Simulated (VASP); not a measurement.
# Se (Cmmm) in VASP: further runs

The runs below take Se through single point, with PBE.

Program: VASP 6.6.1. These are calculated values, not measurements. Logs are shortened: lines on timing, memory, paths and dates and some standing lists are left out, and cuts for length are marked.

## (1) The cell of the first run

The structure is orthorhombic, space group Cmmm (No. 65). Conventional cell: a = 3.991 Å, b = 4.003 Å, c = 2.839 Å, α = 90.00°, β = 90.00°, γ = 90.00°. Se (site symmetry mmm) has 6 Se at 2.83 to 2.84 Å within 3.7 Å.

The cell was generated, and may not be a known phase.

## (2) Single point, PBE

The input, INCAR:

```
PREC     = Accurate       # precision mode
ENCUT    = 520            # plane-wave cutoff, eV
EDIFF    = 1E-7           # SCF threshold, eV
ISMEAR   = 0              # smearing method
SIGMA    = 0.1            # smearing width, eV
LREAL    = F              # projectors in reciprocal space
LASPH    = T              # aspherical terms in the spheres
NELM     = 80             # most SCF steps
ALGO     = Fast           # electronic algorithm
ISIF     = 2              # what is computed and relaxed
LWAVE    = F              # write WAVECAR
LCHARG   = F              # write CHGCAR
GGA      = PE             # functional
NBANDS   = 20             # bands
```

The input, KPOINTS:

```
regular mesh
0
Gamma
  12 12 8
```

The input, POSCAR:

```
Se
1.0
    2.8386597256     -4.0032324363      0.0000000000
    2.8386597256      4.0032324363      0.0000000000
    0.0000000000      0.0000000000      3.9913233264
Se
4
Direct
    0.2500000000      0.7500000000      0.4999756627
    0.7500000000      0.2500000000      0.5000243373
    0.5000000000      0.5000000000      0.0000000000
    0.0000000000      0.0000000000      0.0000000000
```

Potentials or basis: VASP PAW PBE potentials, release 64 (Se).

The run is started by

```console
cat potpaw_PBE.64/Se/POTCAR > POTCAR
mpirun -np 1 vasp_std > vasp.out
```

OUTCAR:

```text
PREC = Accurate
   ENCUT = 520
   EDIFF = 1E-7
   ISMEAR = 0
   LREAL = F
   LASPH = T
   NELM = 80
   ISIF = 2
   GGA = PE

 ion  position               nearest neighbor table
   1  0.250  0.750  0.500-
   2  0.750  0.250  0.500-
   3  0.500  0.500  0.000-
   4  0.000  0.000  0.000-

  LATTYP: Found a base centered orthorhombic cell.
 ALAT       =     5.6773194512
 B/A-ratio  =     1.4102544240
 C/A-ratio  =     0.7030295478

  Lattice vectors:

 A1 = (   2.8386597256,  -4.0032324363,   0.0000000000)
 A2 = (   2.8386597256,   4.0032324363,   0.0000000000)
 A3 = (   0.0000000000,   0.0000000000,   3.9913233264)

Analysis of symmetry for initial positions (statically):
=====================================================================
 Subroutine PRICEL returns:
 Original cell was already a primitive cell.

 Routine SETGRP: Setting up the symmetry group for a
 base centered orthorhombic supercell.

 Subroutine GETGRP returns: Found  8 space group operations
 (whereof  4 operations were pure point group operations)
 out of a pool of  8 trial point group operations.

The static configuration has the point symmetry C_2h.
 The point group associated with its full space group is D_2h.

Analysis of symmetry for dynamics (positions and initial velocities):
=====================================================================
 Subroutine PRICEL returns:
 Original cell was already a primitive cell.

 Routine SETGRP: Setting up the symmetry group for a
 base centered orthorhombic supercell.

 Subroutine GETGRP returns: Found  8 space group operations
 (whereof  4 operations were pure point group operations)
 out of a pool of  8 trial point group operations.

The dynamic configuration has the point symmetry C_2h.
 The point group associated with its full space group is D_2h.

 Subroutine INISYM returns: Found  8 space group operations
 (whereof  4 operations are pure point group operations),
 and found     1 'primitive' translations

----------------------------------------------------------------------------------------

                                     Primitive cell

  volume of cell :      90.7133

[... 87 lines left out ...]
   LNONCOLLINEAR =      F non collinear calculations
   LSORBIT =      F    spin-orbit coupling
   LASPH  =      T    aspherical Exc in radial PAW
   ENCUT  =  520.0 eV  38.22 Ry    6.18 a.u.   9.12  9.12  7.42*2*pi/ulx,y,z
   NELM   =     80;   NELMIN=  2; NELMDL= -5     # of ELM steps
   EDIFF  = 0.1E-06   stopping-criterion for ELM
   LREAL  =      F    real-space projection
   EDIFFG = 0.1E-05   stopping-criterion for IOM
   NSW    =      0    number of steps for IOM
   IBRION =     -1    ionic relax: 0-MD 1-quasi-New 2-CG
   NFREE  =      0    steps in history (QN), initial steepest desc. (CG)
   ISIF   =      2    stress and relaxation
   ISYM   =      2    0-nonsym 1-usesym 2-fastsym
   POTIM  = 0.5000    time-step for ionic-motion
   TEBEG  =    0.0;   TEEND  =   0.0 temperature during run
   PSTRESS=    0.0 pullay stress
   NELECT =      24.0000    total number of electrons
   NUPDOWN=      -1.0000    fix difference up-down
   EMIN   =  10.00;   EMAX   =-10.00  energy-range for DOS
   EFERMI =   0.00;   METHOD = LEGACY
   ISMEAR =     0;   SIGMA  =   0.10  broadening in eV -4-tet -1-fermi 0-gaus
   EFERMI_NEDOS =   21; number of points for ismear=-14 and -15
   IALGO  =     68    algorithm
   IMIX   =      4    mixing-type and parameters
     AMIX     =   0.40;   BMIX     =  1.00
     AMIX_MAG =   1.60;   BMIX_MAG =  1.00
  volume/ion in A,a.u.               =      22.68       153.04
  Fermi-wavevector in a.u.,A,eV,Ry     =   1.050965  1.986036 15.028006  1.104527
  Thomas-Fermi vector in A             =   2.185989
   LORBIT       =      0    0 simple, 1 ext, 2 COOP (PROOUT), +10 PAW based schemes
   GGA     = PE    functional components
   LHFCALC =     F    Hartree Fock is set to
   AEXX    =    0.0000 exact exchange contribution
   IVDW    =     0    specifies the selected vdW correction
   LEPSILON=     F    determine dielectric tensor
   LRPA    =     F    only Hartree local field effects (RPA)
 non-spin polarized calculation
 RMM-DIIS sequential band-by-band and
 Gauss-broadening in eV      SIGMA  =   0.10
  energy-cutoff  :      520.00
  volume of cell :       90.71
 maximum number of plane-waves:      2470
   NGX = 19   NGY = 19   NGZ = 15

 number of electron      23.9999999 magnetization

 Free energy of the ion-electron system (eV)
  ---------------------------------------------------
  ext. energy  EPLUGINS =         0.00000000
  ---------------------------------------------------
  free energy    TOTEN  =       -13.31968776 eV

  energy without entropy =      -13.30892795  energy(sigma->0) =      -13.31430786

 E-fermi :   4.6485     XC(G=0):  -9.9027

 val. band max:        4.6452084591   @ k =   0.1667   0.0833   0.1250
 cond. band min:       4.6488977150   @ k =   0.3333   0.2500   0.2500
 fundamental gap:      0.0036892559
 Fermi energy:         4.6485308265

 k-point     1 :       0.0000    0.0000    0.0000
  band No.  band energies     occupation
      1     -11.3531      2.00000
      2      -7.6894      2.00000
      3      -7.6894      2.00000
      4      -7.2335      2.00000
      5      -0.6623      2.00000
      6      -0.6623      2.00000
[... 541 lines left out ...]
     19      11.5920      0.00000
     20      11.8099      0.00000

 [... further k-points ...]

------------------------ aborting loop because EDIFF is reached ----------------------------------------

  FORCE on cell =-STRESS in cart. coord.  units (eV):
  Direction    XX          YY          ZZ          XY          YZ          ZX
  --------------------------------------------------------------------------------------
  -------------------------------------------------------------------------------------
  Total        0.0169033      0.0165121      0.0071090      0.0000000      0.0000000      0.0000000
  in kB        0.2985453      0.2916372      0.1255590      0.0000000      0.0000000      0.0000000
  external PRESSURE =       0.2385805 kB  Pullay stress =       0.0000000 kB

 VOLUME and BASIS-vectors are now :
 -----------------------------------------------------------------------------
  energy-cutoff  :      520.00
  volume of cell :       90.71
      direct lattice vectors                 reciprocal lattice vectors
     2.838659726 -4.003232436  0.000000000     0.176139463 -0.124899068  0.000000000
     2.838659726  4.003232436  0.000000000     0.176139463  0.124899068  0.000000000
     0.000000000  0.000000000  3.991323326     0.000000000  0.000000000  0.250543471

 POSITION                                       TOTAL-FORCE (eV/Angst)
 -----------------------------------------------------------------------------------
      2.83866      2.00162      1.99556        -0.000000      0.000000      0.000178
      2.83866     -2.00162      1.99576         0.000000      0.000000     -0.000178
      2.83866      0.00000      0.00000        -0.000000     -0.000000      0.000000
      0.00000      0.00000      0.00000        -0.000000      0.000000      0.000000
 -----------------------------------------------------------------------------------
    total drift:                                0.000000     -0.000000      0.000000

  FREE ENERGIE OF THE ION-ELECTRON SYSTEM (eV)
  ---------------------------------------------------
  free  energy   TOTEN  =       -13.3196877648 eV

  energy  without entropy=      -13.3089279526  energy(sigma->0) =      -13.31430786
```

OSZICAR:

```text
N       E                     dE             d eps       ncg     rms          rms(c)
DAV:   1     0.105973058681E+03    0.10597E+03   -0.10239E+04  8600   0.103E+03
DAV:   2    -0.629061821381E+01   -0.11226E+03   -0.10885E+03 11944   0.169E+02
DAV:   3    -0.132402951472E+02   -0.69497E+01   -0.68807E+01 10440   0.431E+01
DAV:   4    -0.132968379413E+02   -0.56543E-01   -0.56511E-01 10112   0.452E+00
DAV:   5    -0.132971616346E+02   -0.32369E-03   -0.32367E-03 10308   0.348E-01    0.728E+00
RMM:   6    -0.133099969306E+02   -0.12835E-01   -0.30754E-03  8719   0.371E-01    0.437E+00
RMM:   7    -0.133194200455E+02   -0.94231E-02   -0.78310E-03  9066   0.608E-01    0.946E-02
RMM:   8    -0.133196575045E+02   -0.23746E-03   -0.55569E-04  9459   0.171E-01    0.247E-02
RMM:   9    -0.133196856119E+02   -0.28107E-04   -0.69890E-05  9965   0.589E-02    0.615E-03
RMM:  10    -0.133196876046E+02   -0.19927E-05   -0.10244E-05 10142   0.193E-02    0.306E-03
RMM:  11    -0.133196875400E+02    0.64668E-07   -0.19955E-06  9709   0.831E-03    0.231E-03
RMM:  12    -0.133196877322E+02   -0.19224E-06   -0.45175E-07  7550   0.348E-03    0.901E-04
RMM:  13    -0.133196877648E+02   -0.32558E-07   -0.52724E-08  6199   0.117E-03
   1 F= -.13319688E+02 E0= -.13314308E+02  d E =-.107598E-01
```

stdout:

```text
POSCAR found type information on POSCAR Se
 POSCAR found :  1 types and       4 ions
 scaLAPACK will be used
 LDA part: xc-table for (Slater+PW92), standard interpolation
 POSCAR, INCAR and KPOINTS ok, starting setup
 FFT: planning ... GRIDC
 FFT: planning ... GRID_SOFT
 FFT: planning ... GRID
 WAVECAR not read
 entering main loop
```

It took 7.1 min on 1 thread of Oxide Virtual Turin-like, shared host; peak memory 0.36 GiB.

Results:

| Quantity | Value |
| --- | --- |
| Free energy | -13.3197 eV |
| Pressure | 0.0 GPa |
| Band gap on the k mesh | zero (bands 12 and 13 overlap by 3.26 eV) |

## (3) Single point, PBE

The input, INCAR:

```
PREC = Accurate
ENCUT = 520
EDIFF = 1E-7
ISMEAR = 0
SIGMA = 0.1
LREAL = F
LASPH = T
NELM = 80
ALGO = Fast
ISIF = 2
LWAVE = F
LCHARG = F
GGA = PE
NBANDS = 20
```

The input, KPOINTS:

```
regular mesh
0
Gamma
  10 10 12
```

The input, POSCAR:

```
Se
1.0
    2.8178914035     -3.9935840490      0.0000000000
    2.8178914035      3.9935840490      0.0000000000
    0.0000000000      0.0000000000      4.0320428339
Se
4
Direct
    0.2500000000      0.7500000000      0.4999999199
    0.7500000000      0.2500000000      0.5000000801
    0.5000000000      0.5000000000      0.0000000000
    0.0000000000      0.0000000000      0.0000000000
```

Potentials or basis: VASP PAW PBE potentials, release 64 (Se).

The run is started by

```console
cat potpaw_PBE.64/Se/POTCAR > POTCAR
mpirun -np 1 vasp_std > vasp.out
```

OUTCAR:

```text
PREC = Accurate
   ENCUT = 520
   EDIFF = 1E-7
   ISMEAR = 0
   LREAL = F
   LASPH = T
   NELM = 80
   ISIF = 2
   GGA = PE

 ion  position               nearest neighbor table
   1  0.250  0.750  0.500-
   2  0.750  0.250  0.500-
   3  0.500  0.500  0.000-
   4  0.000  0.000  0.000-

  LATTYP: Found a base centered orthorhombic cell.
 ALAT       =     5.6357828070
 B/A-ratio  =     1.4172242564
 C/A-ratio  =     0.7154361642

  Lattice vectors:

 A1 = (   2.8178914035,  -3.9935840490,   0.0000000000)
 A2 = (   2.8178914035,   3.9935840490,   0.0000000000)
 A3 = (   0.0000000000,   0.0000000000,   4.0320428339)

Analysis of symmetry for initial positions (statically):
=====================================================================
 Subroutine PRICEL returns following result:

  LATTYP: Found a base centered orthorhombic cell.
 ALAT       =     3.9935840490
[... 186 lines left out ...]
  ---------------------------------------------------
  free energy    TOTEN  =       -13.32533517 eV

  energy without entropy =      -13.31659051  energy(sigma->0) =      -13.32096284

 E-fermi :   4.6619     XC(G=0):  -9.9007

 val. band max:        4.6481391234   @ k =   0.3000   0.3000   0.1667
 cond. band min:       4.6692010617   @ k =   0.5000   0.1000   0.0833
 fundamental gap:      0.0210619383
 Fermi energy:         4.6619293321

 k-point     1 :       0.0000    0.0000    0.0000
  band No.  band energies     occupation
      1     -11.3541      2.00000
      2      -7.6185      2.00000
      3      -7.6185      2.00000
      4      -7.3327      2.00000
      5      -0.7245      2.00000
      6      -0.7245      2.00000
[... 541 lines left out ...]
     19      11.8095      0.00000
     20      13.2619      0.00000

 [... further k-points ...]

------------------------ aborting loop because EDIFF is reached ----------------------------------------

  FORCE on cell =-STRESS in cart. coord.  units (eV):
  Direction    XX          YY          ZZ          XY          YZ          ZX
  --------------------------------------------------------------------------------------
  -------------------------------------------------------------------------------------
  Total        0.0174903      0.0159748      0.0184622      0.0000000      0.0000000      0.0000000
  in kB        0.3087912      0.2820361      0.3259498      0.0000000      0.0000000      0.0000000
  external PRESSURE =       0.3055924 kB  Pullay stress =       0.0000000 kB

 VOLUME and BASIS-vectors are now :
 -----------------------------------------------------------------------------
  energy-cutoff  :      520.00
  volume of cell :       90.75
      direct lattice vectors                 reciprocal lattice vectors
     2.817891404 -3.993584049  0.000000000     0.177437640 -0.125200821  0.000000000
     2.817891404  3.993584049  0.000000000     0.177437640  0.125200821  0.000000000
     0.000000000  0.000000000  4.032042834     0.000000000  0.000000000  0.248013238

 POSITION                                       TOTAL-FORCE (eV/Angst)
 -----------------------------------------------------------------------------------
      2.81789      1.99679      2.01602         0.000000      0.000000     -0.000000
      2.81789     -1.99679      2.01602        -0.000000      0.000000      0.000000
      2.81789      0.00000      0.00000        -0.000000     -0.000000      0.000000
      0.00000      0.00000      0.00000         0.000000      0.000000      0.000000
 -----------------------------------------------------------------------------------
    total drift:                                0.000000     -0.000000      0.000000

  FREE ENERGIE OF THE ION-ELECTRON SYSTEM (eV)
  ---------------------------------------------------
  free  energy   TOTEN  =       -13.3253351666 eV

  energy  without entropy=      -13.3165905148  energy(sigma->0) =      -13.32096284
```

OSZICAR:

```text
N       E                     dE             d eps       ncg     rms          rms(c)
DAV:   1     0.106193720588E+03    0.10619E+03   -0.10270E+04  8680   0.103E+03
DAV:   2    -0.636126207330E+01   -0.11255E+03   -0.10934E+03 11924   0.169E+02
DAV:   3    -0.132467337949E+02   -0.68855E+01   -0.68136E+01 10604   0.429E+01
DAV:   4    -0.133023807888E+02   -0.55647E-01   -0.55572E-01 10208   0.449E+00
DAV:   5    -0.133027109447E+02   -0.33016E-03   -0.33013E-03 10464   0.349E-01    0.729E+00
RMM:   6    -0.133156040180E+02   -0.12893E-01   -0.30749E-03  8798   0.372E-01    0.437E+00
RMM:   7    -0.133250657212E+02   -0.94617E-02   -0.78316E-03  9131   0.608E-01    0.944E-02
RMM:   8    -0.133253049615E+02   -0.23924E-03   -0.55335E-04  9553   0.171E-01    0.246E-02
RMM:   9    -0.133253330437E+02   -0.28082E-04   -0.69247E-05 10029   0.589E-02    0.612E-03
RMM:  10    -0.133253350238E+02   -0.19801E-05   -0.10212E-05 10240   0.193E-02    0.296E-03
RMM:  11    -0.133253349482E+02    0.75571E-07   -0.19570E-06  9749   0.827E-03    0.218E-03
RMM:  12    -0.133253351342E+02   -0.18596E-06   -0.45386E-07  7586   0.347E-03    0.898E-04
RMM:  13    -0.133253351666E+02   -0.32368E-07   -0.49099E-08  6256   0.117E-03
   1 F= -.13325335E+02 E0= -.13320963E+02  d E =-.874465E-02
```

Wall time 7.1 min (1 thread of Oxide Virtual Turin-like, shared host); peak memory 0.37 GiB.

Results:

```yaml
Free_energy: -13.3253 eV
Pressure: 0.0 GPa
Band_gap_on_the_k_mesh: zero (bands 12 and 13 overlap by 3.17 eV)
```

Levels at points of the mesh, in eV from the Fermi level:
```
           k point  band 8  band 9  band 10  band 11  band 12  band 13  band 14  band 15  band 16  band 17
(0.00, 0.00, 0.00)   -4.96   -1.20    -1.20    -0.91    -0.91     1.29     1.34     1.49     2.97     4.12
(0.50, 0.00, 0.00)   -3.65   -3.14    -3.14    -0.74    -0.74     0.23     0.23     0.28     0.28     5.78
(0.50, 0.50, 0.00)   -3.23   -2.90    -2.90    -2.85    -2.85     2.70     2.70     2.73     2.78     5.77
(0.00, 0.00, 0.50)   -4.94   -2.84    -2.84    -2.78    -2.78     2.69     2.69     2.97     2.97     4.01
(0.50, 0.00, 0.50)   -4.93   -1.91    -1.91    -1.91    -1.91     1.41     1.41     1.41     1.41     7.39
(0.50, 0.50, 0.50)   -5.40   -1.15    -1.15    -0.85    -0.85     2.70     2.70     2.87     2.87     6.65
```

The gap in the log of VASP goes by the Fermi energy; the results here count the filled bands.